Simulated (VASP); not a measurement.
# Co (Fd-3m) in VASP: notebook

The runs below take Co through single point, with LDA.

Everything below comes from runs of VASP 6.6.1. Logs are shortened: lines on timing, memory, paths and dates and some standing lists are left out, and cuts for length are marked.

**1. The cell of the first run**

It takes space group Fd-3m (No. 227, cubic). The conventional cell has a = 3.673 Å, b = 3.673 Å, c = 3.673 Å, α = 90.00°, β = 90.00°, γ = 90.00°. Co (site symmetry -43m) has 4 Co at 1.59 Å within 2.1 Å.

**2. Single point, LDA, collinear spin, ferromagnetic start (volume scaled by 0.45)**

Contents of INCAR:

```
SYSTEM = Co
PREC = Accurate
ENCUT = 520
EDIFF = 1E-6
ISMEAR = -1
SIGMA = 0.1
LREAL = .FALSE.
LASPH = .TRUE.
NELM = 150
ALGO = Normal
ISIF = 2
LWAVE = .FALSE.
LCHARG = .TRUE.
ISPIN = 2
MAGMOM = 1.7 1.7
LORBIT = 11
LMAXMIX = 4
GGA = CA
LELF = .TRUE.
LVHAR = .TRUE.
NBANDS = 20
```

Contents of KPOINTS:

```
Automatic mesh
0
G
  16 16 16
  0 0 0
```

Contents of POSCAR:

```
Co
1.0
    0.0000000000      1.8366736286      1.8366736286
    1.8366736286      0.0000000000      1.8366736286
    1.8366736286      1.8366736286      0.0000000000
Co
2
Direct
   -0.1250000000     -0.1250000000     -0.1250000000
    0.1250000000      0.1250000000      0.1250000000
```

Potentials or basis: VASP PAW LDA potentials, release 64 (Co).

Started as:

```bash
cat potpaw_LDA.64/Co/POTCAR > POTCAR
mpirun -np 1 vasp_std > vasp.out
```

OUTCAR:

```text
SYSTEM = Co
   PREC = Accurate
   ENCUT = 520
   EDIFF = 1E-6
   ISMEAR = -1
   LREAL = .FALSE.
   LASPH = .TRUE.
   NELM = 150
   ISIF = 2
   ISPIN = 2
   LORBIT = 11
   GGA = CA

 ion  position               nearest neighbor table
   1  0.875  0.875  0.875-   2 1.59   2 1.59   2 1.59   2 1.59   2 3.05   2 3.05   2 3.05   2 3.05
                             2 3.05   2 3.05   2 3.05   2 3.05   2 3.05   2 3.05   2 3.05   2 3.05
   2  0.125  0.125  0.125-   1 1.59   1 1.59   1 1.59   1 1.59   1 3.05   1 3.05   1 3.05   1 3.05
                             1 3.05   1 3.05   1 3.05   1 3.05   1 3.05   1 3.05   1 3.05   1 3.05

  LATTYP: Found a face centered cubic cell.
 ALAT       =     3.6733472572

  Lattice vectors:

 A1 = (   0.0000000000,   1.8366736286,   1.8366736286)
 A2 = (   1.8366736286,   0.0000000000,   1.8366736286)
 A3 = (   1.8366736286,   1.8366736286,   0.0000000000)

Analysis of symmetry for initial positions (statically):
=====================================================================
 Subroutine PRICEL returns:
 Original cell was already a primitive cell.

 Routine SETGRP: Setting up the symmetry group for a
 face centered cubic supercell.

 Subroutine GETGRP returns: Found 48 space group operations
 (whereof 12 operations were pure point group operations)
 out of a pool of 48 trial point group operations.

The static configuration has the point symmetry D_3d.
 The point group associated with its full space group is O_h .

Analysis of symmetry for dynamics (positions and initial velocities):
=====================================================================
 Subroutine PRICEL returns:
 Original cell was already a primitive cell.

 Routine SETGRP: Setting up the symmetry group for a
 face centered cubic supercell.

 Subroutine GETGRP returns: Found 48 space group operations
 (whereof 12 operations were pure point group operations)
 out of a pool of 48 trial point group operations.

The dynamic configuration has the point symmetry D_3d.
 The point group associated with its full space group is O_h .

Analysis of structural, dynamic, and magnetic symmetry:
=====================================================================
 Subroutine PRICEL returns:
 Original cell was already a primitive cell.

 Routine SETGRP: Setting up the symmetry group for a
 face centered cubic supercell.

 Subroutine GETGRP returns: Found 48 space group operations
 (whereof 12 operations were pure point group operations)
 out of a pool of 48 trial point group operations.

The overall configuration has the point symmetry D_3d.
 The point group associated with its full space group is O_h .

 Subroutine INISYM returns: Found 48 space group operations
[... 121 lines left out ...]
   LORBIT       =     11    0 simple, 1 ext, 2 COOP (PROOUT), +10 PAW based schemes
   GGA     = CA    functional components
   LHFCALC =     F    Hartree Fock is set to
   AEXX    =    0.0000 exact exchange contribution
   IVDW    =     0    specifies the selected vdW correction
   LEPSILON=     F    determine dielectric tensor
   LRPA    =     F    only Hartree local field effects (RPA)
 spin polarized calculation
  energy-cutoff  :      520.00
  volume of cell :       12.39
 maximum number of plane-waves:       343
   NGX =  9   NGY =  9   NGZ =  9

 number of electron      17.9999985 magnetization       0.0004190

 number of electron      17.9999985 magnetization      -0.0003093

 Free energy of the ion-electron system (eV)
  ---------------------------------------------------
  ext. energy  EPLUGINS =         0.00000000
  ---------------------------------------------------
  free energy    TOTEN  =         1.28357402 eV

  energy without entropy =        1.33019566  energy(sigma->0) =        1.30688484

 E-fermi :  22.3304     XC(G=0): -16.9394

 val. band max:       22.3212436072   @ k =   0.4375   0.3750   0.0000
 cond. band min:      22.3358313171   @ k =   0.5000   0.1875   0.0625
 fundamental gap:      0.0145877099
 Fermi energy:        22.3304196070

 spin component 1

 k-point     1 :       0.0000    0.0000    0.0000
  band No.  band energies     occupation
      1       9.8585      1.00000
      2      12.8468      1.00000
      3      12.8468      1.00000
      4      15.0278      1.00000
      5      15.0278      1.00000
      6      15.0278      1.00000
[... 541 lines left out ...]
     19      54.6992      0.00000
     20      55.1484      0.00000

 [... further k-points ...]

 spin component 2

 k-point     1 :       0.0000    0.0000    0.0000
  band No.  band energies     occupation
      1       9.8586      1.00000
      2      12.8468      1.00000
      3      12.8468      1.00000
      4      15.0278      1.00000
      5      15.0278      1.00000
      6      15.0278      1.00000
[... 541 lines left out ...]
     19      54.6992      0.00000
     20      55.1483      0.00000

 [... further k-points ...]

------------------------ aborting loop because EDIFF is reached ----------------------------------------

  FORCE on cell =-STRESS in cart. coord.  units (eV):
  Direction    XX          YY          ZZ          XY          YZ          ZX
  --------------------------------------------------------------------------------------
  -------------------------------------------------------------------------------------
  Total       46.3450962     46.3450962     46.3450962      0.0000000      0.0000000      0.0000000
  in kB     5992.2290191   5992.2290191   5992.2290191      0.0000000      0.0000000      0.0000000
  external PRESSURE =    5992.2290191 kB  Pullay stress =       0.0000000 kB

 VOLUME and BASIS-vectors are now :
 -----------------------------------------------------------------------------
  energy-cutoff  :      520.00
  volume of cell :       12.39
      direct lattice vectors                 reciprocal lattice vectors
     0.000000000  1.836673629  1.836673629    -0.272231273  0.272231273  0.272231273
     1.836673629  0.000000000  1.836673629     0.272231273 -0.272231273  0.272231273
     1.836673629  1.836673629  0.000000000     0.272231273  0.272231273 -0.272231273

 POSITION                                       TOTAL-FORCE (eV/Angst)
 -----------------------------------------------------------------------------------
      3.21418      3.21418      3.21418         0.000000      0.000000      0.000000
      0.45917      0.45917      0.45917        -0.000000     -0.000000     -0.000000
 -----------------------------------------------------------------------------------
    total drift:                                0.000000     -0.000000     -0.000000

  FREE ENERGIE OF THE ION-ELECTRON SYSTEM (eV)
  ---------------------------------------------------
  free  energy   TOTEN  =         1.2835740237 eV

  energy  without entropy=        1.3301956579  energy(sigma->0) =        1.30688484

 total charge

# of ion       s       p       d       tot
------------------------------------------
    1        0.873   1.101   8.656  10.630
    2        0.873   1.101   8.656  10.630
--------------------------------------------------
tot          1.746   2.201  17.313  21.260

 magnetization (x)

# of ion       s       p       d       tot
------------------------------------------
    1       -0.000  -0.000   0.000  -0.000
    2       -0.000  -0.000   0.000  -0.000
--------------------------------------------------
tot         -0.000  -0.000   0.000  -0.000
```

stdout:

```text
POSCAR found type information on POSCAR Co
 POSCAR found :  1 types and       2 ions
 scaLAPACK will be used
 LDA part: xc-table for (Slater(with rela. corr.)+CA(PZ))
 , standard interpolation
 POSCAR, INCAR and KPOINTS ok, starting setup
 FFT: planning ... GRIDC
 FFT: planning ... GRID_SOFT
 FFT: planning ... GRID
 WAVECAR not read
 entering main loop
```

It took 43 s on 1 thread of Intel Xeon Platinum 8559C (Emerald Rapids), shared host; peak memory 0.16 GiB.

Results:

```yaml
Free_energy: 1.2836 eV
Pressure: 599.2 GPa
Band_gap_on_the_k_mesh: zero (filled and empty bands overlap)
Net_moment: 0.00 μB per cell
```

Caveat: the starting moments collapsed, and a magnetic state may lie lower.

[end of part 1 of 2]
